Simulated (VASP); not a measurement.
# Pb (P6_3/mmc) in VASP: notebook, part 2 of 2

VASP 6.6.1. The steps go on from the part before.

## 3. Single point, r2SCAN (strain +0.025 along x and y, +0.000 along z)

File POSCAR:

```
Pb
1.0
    3.5670007078      0.0000000000      0.0000000000
   -1.7835003539      3.0891132283      0.0000000000
    0.0000000000      0.0000000000      5.5900000000
Pb
2
Direct
    0.3333333333      0.6666666667      0.2500000000
    0.6666666667      0.3333333333      0.7500000000
```

File INCAR.step1:

```
SYSTEM = Pb
ALGO = Normal ; EDIFF = 1E-4
ENCUT = 520 ; GGA = PE
ISMEAR = 0 ; LASPH = .TRUE.
LCHARG = .FALSE. ; LREAL = .FALSE.
LWAVE = .TRUE. ; NBANDS = 21
NELM = 60 ; PREC = Accurate
SIGMA = 0.15
```

File INCAR.step2:

```
SYSTEM = Pb
ALGO = Normal ; EDIFF = 1E-6
ENCUT = 520 ; ISIF = 2
ISMEAR = 0 ; ISTART = 1
LASPH = .TRUE. ; LCHARG = .FALSE.
LMIXTAU = .TRUE. ; LREAL = .FALSE.
LWAVE = .FALSE. ; METAGGA = R2SCAN
NBANDS = 21 ; NELM = 60
PREC = Accurate ; SIGMA = 0.15
```

File KPOINTS:

```
k-points
0
G
  18 18 10
  0 0 0
```

Potentials or basis: VASP PAW PBE potentials, release 64 (Pb_d).

The run is started by

```bash
> cat potpaw_PBE.64/Pb_d/POTCAR > POTCAR
> cp INCAR.step1 INCAR
> mpirun -np 1 vasp_std > vasp.out
> cp INCAR.step2 INCAR
> mpirun -np 1 vasp_std > vasp.out
```

OUTCAR:

```text
SYSTEM = Pb
   EDIFF = 1E-6
   ENCUT = 520
   ISIF = 2
   ISMEAR = 0
   ISTART = 1
   LASPH = .TRUE.
   LREAL = .FALSE.
   METAGGA = R2SCAN
   NELM = 60
   PREC = Accurate

 ion  position               nearest neighbor table
   1  0.333  0.667  0.250-   2 3.47   2 3.47   2 3.47   2 3.47   2 3.47   2 3.47
   2  0.667  0.333  0.750-   1 3.47   1 3.47   1 3.47   1 3.47   1 3.47   1 3.47

  LATTYP: Found a hexagonal cell.
 ALAT       =     3.5670007078
 C/A-ratio  =     1.5671429467

  Lattice vectors:

 A1 = (   3.5670007078,   0.0000000000,   0.0000000000)
 A2 = (  -1.7835003539,   3.0891132283,   0.0000000000)
 A3 = (   0.0000000000,   0.0000000000,   5.5900000000)

Analysis of symmetry for initial positions (statically):
=====================================================================
 Subroutine PRICEL returns:
 Original cell was already a primitive cell.

 Routine SETGRP: Setting up the symmetry group for a
 hexagonal supercell.

 Subroutine GETGRP returns: Found 24 space group operations
 (whereof 12 operations were pure point group operations)
 out of a pool of 24 trial point group operations.

The static configuration has the point symmetry D_3d.
 The point group associated with its full space group is D_6h.

Analysis of symmetry for dynamics (positions and initial velocities):
=====================================================================
 Subroutine PRICEL returns:
 Original cell was already a primitive cell.

 Routine SETGRP: Setting up the symmetry group for a
 hexagonal supercell.

 Subroutine GETGRP returns: Found 24 space group operations
 (whereof 12 operations were pure point group operations)
 out of a pool of 24 trial point group operations.

The dynamic configuration has the point symmetry D_3d.
 The point group associated with its full space group is D_6h.

 Subroutine INISYM returns: Found 24 space group operations
 (whereof 12 operations are pure point group operations),
 and found     1 'primitive' translations

----------------------------------------------------------------------------------------

                                     Primitive cell

  volume of cell :      61.5955

  direct lattice vectors                    reciprocal lattice vectors
     3.567000708  0.000000000  0.000000000     0.280347575  0.161858748  0.000000000
    -1.783500354  3.089113228  0.000000000     0.000000000  0.323717496  0.000000000
     0.000000000  0.000000000  5.590000000     0.000000000  0.000000000  0.178890877

  length of vectors
     3.567000708  3.567000708  5.590000000     0.323717496  0.323717496  0.178890877

  position of ions in fractional coordinates (direct lattice)
     0.333333333  0.666666667  0.250000000
     0.666666667  0.333333333  0.750000000

  ion indices of the primitive-cell ions
   primitive index   ion index
                 1           1
                 2           2

----------------------------------------------------------------------------------------

 KPOINTS: k-points

Automatic generation of k-mesh.
 Grid dimensions read from file:
 generate k-points for:   18   18   10

 Generating k-lattice:

  Cartesian coordinates                     Fractional coordinates (reciprocal lattice)
     0.015574865  0.008992153  0.000000000     0.055555556  0.000000000  0.000000000
     0.000000000  0.017984305  0.000000000     0.000000000  0.055555556  0.000000000
     0.000000000  0.000000000  0.017889088     0.000000000  0.000000000  0.100000000

  Length of vectors
     0.017984305  0.017984305  0.017889088

  Shift w.r.t. Gamma in fractional coordinates (k-lattice)
     0.000000000  0.000000000  0.000000000

 Subroutine IBZKPT returns following result:
 ===========================================

 Found    222 irreducible k-points:

 Following reciprocal coordinates:
            Coordinates               Weight
  0.000000  0.000000  0.000000      1.000000
  0.055556  0.000000  0.000000      6.000000
  0.111111  0.000000  0.000000      6.000000
  0.166667  0.000000  0.000000      6.000000
  0.222222  0.000000  0.000000      6.000000
  0.277778  0.000000  0.000000      6.000000
[... 16 lines left out ...]
  0.333333  0.111111  0.000000     12.000000
  0.388889  0.111111  0.000000     12.000000
 [... further k-points ...]
   k-points           NKPTS =    222   k-points in BZ     NKDIM =    222   number of bands    NBANDS=     21
   number of dos      NEDOS =    301   number of ions     NIONS =      2
   total plane-waves  NPLWV =  32928
   dimension x,y,z NGX =    28 NGY =   28 NGZ =   42
   dimension x,y,z NGXF=    56 NGYF=   56 NGZF=   84
   ions per type =               2
   NGX,Y,Z   is equivalent  to a cutoff of  13.05, 13.05, 12.49 a.u.
   NGXF,Y,Z  is equivalent  to a cutoff of  26.10, 26.10, 24.98 a.u.
 SYSTEM =  Pb
   PREC   = accura    normal or accurate (medium, high low for compatibility)
   ISTART =      1    job   : 0-new  1-cont  2-samecut
   ICHARG =      0    charge: 1-file 2-atom 10-const
   ISPIN  =      1    spin polarized calculation?
   LNONCOLLINEAR =      F non collinear calculations
   LSORBIT =      F    spin-orbit coupling
   LASPH  =      T    aspherical Exc in radial PAW
   ENCUT  =  520.0 eV  38.22 Ry    6.18 a.u.   6.63  6.63 10.39*2*pi/ulx,y,z
   NELM   =     60;   NELMIN=  2; NELMDL=  0     # of ELM steps
   EDIFF  = 0.1E-05   stopping-criterion for ELM
   LREAL  =      F    real-space projection
   EDIFFG = 0.1E-04   stopping-criterion for IOM
   NSW    =      0    number of steps for IOM
   IBRION =     -1    ionic relax: 0-MD 1-quasi-New 2-CG
   NFREE  =      0    steps in history (QN), initial steepest desc. (CG)
   ISIF   =      2    stress and relaxation
   ISYM   =      2    0-nonsym 1-usesym 2-fastsym
   POTIM  = 0.5000    time-step for ionic-motion
   TEBEG  =    0.0;   TEEND  =   0.0 temperature during run
   PSTRESS=    0.0 pullay stress
   NELECT =      28.0000    total number of electrons
   NUPDOWN=      -1.0000    fix difference up-down
   EMIN   =  10.00;   EMAX   =-10.00  energy-range for DOS
   EFERMI =   0.00;   METHOD = LEGACY
   ISMEAR =     0;   SIGMA  =   0.15  broadening in eV -4-tet -1-fermi 0-gaus
   EFERMI_NEDOS =   21; number of points for ismear=-14 and -15
   IALGO  =     38    algorithm
   IMIX   =      4    mixing-type and parameters
     AMIX     =   0.40;   BMIX     =  1.00
     AMIX_MAG =   1.60;   BMIX_MAG =  1.00
  volume/ion in A,a.u.               =      30.80       207.83
  Fermi-wavevector in a.u.,A,eV,Ry     =   1.258765  2.378720 21.558277  1.584489
  Thomas-Fermi vector in A             =   2.392358
   LORBIT       =      0    0 simple, 1 ext, 2 COOP (PROOUT), +10 PAW based schemes
   METAGGA = R2SCAN    functional components
   LHFCALC =     F    Hartree Fock is set to
   AEXX    =    0.0000 exact exchange contribution
   IVDW    =     0    specifies the selected vdW correction
   LEPSILON=     F    determine dielectric tensor
   LRPA    =     F    only Hartree local field effects (RPA)
 non-spin polarized calculation
 Gauss-broadening in eV      SIGMA  =   0.15
  energy-cutoff  :      520.00
  volume of cell :       61.60
 maximum number of plane-waves:      1701
 NGX is ok and might be reduce to    28
   NGX = 13   NGY = 13   NGZ = 21

 number of electron      28.0000006 magnetization

 Free energy of the ion-electron system (eV)
  ---------------------------------------------------
  ext. energy  EPLUGINS =         0.00000000
  ---------------------------------------------------
  free energy    TOTEN  =      -112.51482126 eV

  energy without entropy =     -112.50282267  energy(sigma->0) =     -112.50882196

 E-fermi :   7.0065     XC(G=0): -10.8403

 val. band max:        6.9972241933   @ k =   0.3333   0.1667   0.3000
 cond. band min:       7.0170077650   @ k =   0.2222   0.0556   0.5000
 fundamental gap:      0.0197835717
 Fermi energy:         7.0065388838

 k-point     1 :       0.0000    0.0000    0.0000
  band No.  band energies     occupation
      1     -10.6921      2.00000
      2     -10.6452      2.00000
      3     -10.6452      2.00000
      4     -10.6379      2.00000
      5     -10.6212      2.00000
      6     -10.6212      2.00000
[... 13 lines left out ...]
     20      16.5044      0.00000
     21      19.1979      0.00000
[... 529 lines left out ...]
 k-point    24 :       0.3889    0.1111    0.0000
  band No.  band energies     occupation
      1     -10.7770      2.00000
      2     -10.7355      2.00000
      3     -10.6586      2.00000
      4     -10.6417      2.00000
      5     -10.5330      2.00000
      6     -10.5278      2.00000
[... 13 lines left out ...]
     20      14.8495      0.00000
     21      19.2459      0.00000

 [... further k-points ...]

------------------------ aborting loop because EDIFF is reached ----------------------------------------

  FORCE on cell =-STRESS in cart. coord.  units (eV):
  Direction    XX          YY          ZZ          XY          YZ          ZX
  --------------------------------------------------------------------------------------
  -------------------------------------------------------------------------------------
  Total       -0.1667703     -0.1667703      0.7894021     -0.0000000      0.0000000      0.0000000
  in kB       -4.3379087     -4.3379087     20.5333607     -0.0000000      0.0000000      0.0000000
  external PRESSURE =       3.9525144 kB  Pullay stress =       0.0000000 kB

 VOLUME and BASIS-vectors are now :
 -----------------------------------------------------------------------------
  energy-cutoff  :      520.00
  volume of cell :       61.60
      direct lattice vectors                 reciprocal lattice vectors
     3.567000708  0.000000000  0.000000000     0.280347575  0.161858748  0.000000000
    -1.783500354  3.089113228  0.000000000     0.000000000  0.323717496  0.000000000
     0.000000000  0.000000000  5.590000000     0.000000000  0.000000000  0.178890877

 POSITION                                       TOTAL-FORCE (eV/Angst)
 -----------------------------------------------------------------------------------
     -0.00000      2.05941      1.39750         0.000000      0.000000      0.000000
      1.78350      1.02970      4.19250        -0.000000      0.000000      0.000000
 -----------------------------------------------------------------------------------
    total drift:                               -0.000000      0.000000      0.000000

  FREE ENERGIE OF THE ION-ELECTRON SYSTEM (eV)
  ---------------------------------------------------
  free  energy   TOTEN  =      -112.5148212612 eV

  energy  without entropy=     -112.5028226681  energy(sigma->0) =     -112.50882196
```

Run time: 21 min. Hardware: 1 thread of Intel Xeon 8259CL, shared host; peak memory 0.35 GiB.

What came out:

```
Free energy            : -112.5148 eV
Pressure               : 0.4 GPa
Band gap on the k mesh : zero (bands 14 and 15 overlap by 7.55 eV)
```

Levels at points of the mesh, in eV from the Fermi level:
| k point | band 10 | band 11 | band 12 | band 13 | band 14 | band 15 | band 16 | band 17 | band 18 | band 19 |
| --- | --- | --- | --- | --- | --- | --- | --- | --- | --- | --- |
| (0.00, 0.00, 0.00) | -17.40 | -12.15 | -8.05 | -4.16 | 5.25 | 5.25 | 7.23 | 7.23 | 8.49 | 8.79 |
| (0.50, 0.00, 0.00) | -17.37 | -8.76 | -7.44 | -2.79 | -1.21 | -0.50 | 1.81 | 1.95 | 5.78 | 6.32 |
| (0.00, 0.00, 0.50) | -17.47 | -10.82 | -10.82 | 1.33 | 1.33 | 6.20 | 6.20 | 6.20 | 6.20 | 9.56 |
| (0.50, 0.00, 0.50) | -17.39 | -7.89 | -7.89 | -3.74 | -3.74 | 3.33 | 3.33 | 3.90 | 3.90 | 7.41 |

Caveat: the cell differs from its parent crystal (strain +0.025 along x and y, +0.000 along z); the PAW data sets were made with another functional, which shifts forces and pressure a little; spin-orbit coupling is left out, which moves the levels of the heavy elements.

## 4. Single point, r2SCAN (strain +0.025 along x and y, -0.050 along z)

Edit POSCAR of step 3 so:

```diff
@@ -4,3 +4,3 @@
    -1.7835003539      3.0891132283      0.0000000000
-    0.0000000000      0.0000000000      5.5900000000
+    0.0000000000      0.0000000000      5.3105000000
 Pb
```

File INCAR.step1:

```
SYSTEM = Pb
PREC = Accurate ; ENCUT = 520
ISMEAR = 0 ; SIGMA = 0.15
LREAL = .False. ; LASPH = .True.
NELM = 100 ; NBANDS = 21
GGA = PE ; ALGO = Normal
EDIFF = 1E-4 ; LWAVE = .True.
LCHARG = .False.
```

File INCAR.step2:

```
SYSTEM = Pb
PREC = Accurate ; ENCUT = 520
EDIFF = 1E-6 ; ISMEAR = 0
SIGMA = 0.15 ; LREAL = .False.
LASPH = .True. ; NELM = 100
ALGO = Normal ; ISIF = 2
LWAVE = .False. ; LCHARG = .False.
METAGGA = R2SCAN ; LMIXTAU = .True.
NBANDS = 21 ; ISTART = 1
```

File KPOINTS:

```
regular mesh
0
Gamma
  18 18 10
  0 0 0
```

The run is started by

```bash
> cat potpaw_PBE.64/Pb_d/POTCAR > POTCAR
> cp INCAR.step1 INCAR
> mpirun -np 1 vasp_std > vasp.out
> cp INCAR.step2 INCAR
> mpirun -np 1 vasp_std > vasp.out
```

It took 6.5 min on 1 thread of Intel Xeon 6975P-C (Granite Rapids), shared host; peak memory 0.34 GiB.

Results (log left out):

```
Free energy            : -112.4410 eV
Pressure               : 3.3 GPa
Band gap on the k mesh : zero (bands 14 and 15 overlap by 7.68 eV)
```

Stress tensor (GPa, compression positive):
```
1.94 0.00 0.00
0.00 1.94 0.00
0.00 0.00 6.01
```

Levels at points of the mesh, in eV from the Fermi level:
| k point | band 12 | band 13 | band 14 | band 15 | band 16 | band 17 |
| --- | --- | --- | --- | --- | --- | --- |
| (0.00, 0.00, 0.00) | -7.62 | -4.32 | 4.86 | 4.86 | 7.14 | 7.14 |
| (0.50, 0.00, 0.00) | -7.64 | -2.65 | -0.91 | -0.61 | 1.37 | 2.00 |
| (0.00, 0.00, 0.50) | -11.07 | 2.08 | 2.08 | 5.98 | 5.98 | 5.98 |
| (0.50, 0.00, 0.50) | -8.05 | -4.04 | -4.04 | 3.14 | 3.14 | 4.34 |

Caveat: the cell differs from its parent crystal (strain +0.025 along x and y, -0.050 along z); the cell stands under pressure; the PAW data sets were made with another functional, which shifts forces and pressure a little; spin-orbit coupling is left out, which moves the levels of the heavy elements.

## 5. Single point, r2SCAN (strain +0.025 along x and y, -0.025 along z)

Edit POSCAR of step 4 so:

```diff
@@ -4,3 +4,3 @@
    -1.7835003539      3.0891132283      0.0000000000
-    0.0000000000      0.0000000000      5.3105000000
+    0.0000000000      0.0000000000      5.4502500000
 Pb
```

File INCAR.step1:

```
ALGO = Normal
EDIFF = 1E-4
ENCUT = 520
GGA = PE
ISMEAR = 0
LASPH = True
LCHARG = False
LREAL = False
LWAVE = True
NBANDS = 21
NELM = 60
PREC = Accurate
SIGMA = 0.15
```

File INCAR.step2:

```
ALGO = Normal
EDIFF = 1E-6
ENCUT = 520
ISIF = 2
ISMEAR = 0
ISTART = 1
LASPH = True
LCHARG = False
LMIXTAU = True
LREAL = False
LWAVE = False
METAGGA = R2SCAN
NBANDS = 21
NELM = 60
PREC = Accurate
SIGMA = 0.15
```

File KPOINTS:

```
k-points
0
Gamma
  18 18 10
```

Potentials or basis: VASP PAW PBE potentials, release 64 (Pb_d).

The run is started by

```bash
> cat potpaw_PBE.64/Pb_d/POTCAR > POTCAR
> cp INCAR.step1 INCAR
> mpirun -np 1 vasp_std > vasp.out
> cp INCAR.step2 INCAR
> mpirun -np 1 vasp_std > vasp.out
```

OUTCAR:

```text
EDIFF = 1E-6
   ENCUT = 520
   ISIF = 2
   ISMEAR = 0
   ISTART = 1
   LASPH = True
   LREAL = False
   METAGGA = R2SCAN
   NELM = 60
   PREC = Accurate

 ion  position               nearest neighbor table
   1  0.333  0.667  0.250-   2 3.42   2 3.42   2 3.42   2 3.42   2 3.42   2 3.42
   2  0.667  0.333  0.750-   1 3.42   1 3.42   1 3.42   1 3.42   1 3.42   1 3.42

  LATTYP: Found a hexagonal cell.
 ALAT       =     3.5670007078
 C/A-ratio  =     1.5279643730

  Lattice vectors:

[... 765 lines left out ...]

------------------------ aborting loop because EDIFF is reached ----------------------------------------

  FORCE on cell =-STRESS in cart. coord.  units (eV):
  Direction    XX          YY          ZZ          XY          YZ          ZX
  --------------------------------------------------------------------------------------
  -------------------------------------------------------------------------------------
  Total        0.2767090      0.2767090      1.3434641     -0.0000000      0.0000000     -0.0000000
  in kB        7.3821080      7.3821080     35.8412550     -0.0000000      0.0000000     -0.0000000
  external PRESSURE =      16.8684903 kB  Pullay stress =       0.0000000 kB

 VOLUME and BASIS-vectors are now :
 -----------------------------------------------------------------------------
  energy-cutoff  :      520.00
  volume of cell :       60.06
      direct lattice vectors                 reciprocal lattice vectors
     3.567000708  0.000000000  0.000000000     0.280347575  0.161858748  0.000000000
    -1.783500354  3.089113228  0.000000000     0.000000000  0.323717496  0.000000000
     0.000000000  0.000000000  5.450250000     0.000000000  0.000000000  0.183477822

 POSITION                                       TOTAL-FORCE (eV/Angst)
 -----------------------------------------------------------------------------------
     -0.00000      2.05941      1.36256         0.000000      0.000000      0.000000
      1.78350      1.02970      4.08769        -0.000000      0.000000      0.000000
 -----------------------------------------------------------------------------------
    total drift:                               -0.000000      0.000000      0.000000

  FREE ENERGIE OF THE ION-ELECTRON SYSTEM (eV)
  ---------------------------------------------------
  free  energy   TOTEN  =      -112.4870697055 eV

  energy  without entropy=     -112.4751543095  energy(sigma->0) =     -112.48111201
```

OUTCAR.step1:

```text
EDIFF = 1E-4
   ENCUT = 520
   GGA = PE
   ISMEAR = 0
   LASPH = True
[... 800 lines left out ...]
 -----------------------------------------------------------------------------------
     -0.00000      2.05941      1.36256         0.000000      0.000000      0.000000
      1.78350      1.02970      4.08769        -0.000000     -0.000000      0.000000
 -----------------------------------------------------------------------------------
    total drift:                               -0.000000      0.000000      0.000000

  FREE ENERGIE OF THE ION-ELECTRON SYSTEM (eV)
  ---------------------------------------------------
  free  energy   TOTEN  =        -7.0362981632 eV

  energy  without entropy=       -7.0234148906  energy(sigma->0) =       -7.02985653
```

Wall time 8 min (1 thread of Intel Xeon 6975P-C (Granite Rapids), shared host); peak memory 0.34 GiB.

Results:

```
Free energy            : -112.4871 eV
Pressure               : 1.7 GPa
Band gap on the k mesh : zero (bands 14 and 15 overlap by 7.50 eV)
```

Caveat: the cell differs from its parent crystal (strain +0.025 along x and y, -0.025 along z); the PAW data sets were made with another functional, which shifts forces and pressure a little; spin-orbit coupling is left out, which moves the levels of the heavy elements.

## 6. Summary

```csv
cell,gap on the mesh (eV),pressure (GPa)
"a = 3.480, b = 3.480, c = 5.870 Å, angles 90.0, 90.0, 120.0°, 2 atoms",none,0.3
"a = 3.567, b = 3.567, c = 5.590 Å, angles 90.0, 90.0, 120.0°, 2 atoms",none,0.4
"a = 3.567, b = 3.567, c = 5.311 Å, angles 90.0, 90.0, 120.0°, 2 atoms",none,3.3
"a = 3.567, b = 3.567, c = 5.450 Å, angles 90.0, 90.0, 120.0°, 2 atoms",none,1.7
```

Alike in all rows: task single point; level r2SCAN; potentials or basis VASP PAW PBE potentials, release 64 (Pb_d); no spin polarisation; k mesh 18 × 18 × 10; cutoff (eV) 520; smearing gaussian 0.15 eV.

Caveats: the PAW data sets were made with another functional, which shifts forces and pressure a little; spin-orbit coupling is left out, which moves the levels of the heavy elements; the cell stands under pressure (at least some runs).

Total energies depend on the potentials used, so only differences within one code and one set of settings carry meaning.

The gap in the log of VASP goes by the Fermi energy; the results here count the filled bands.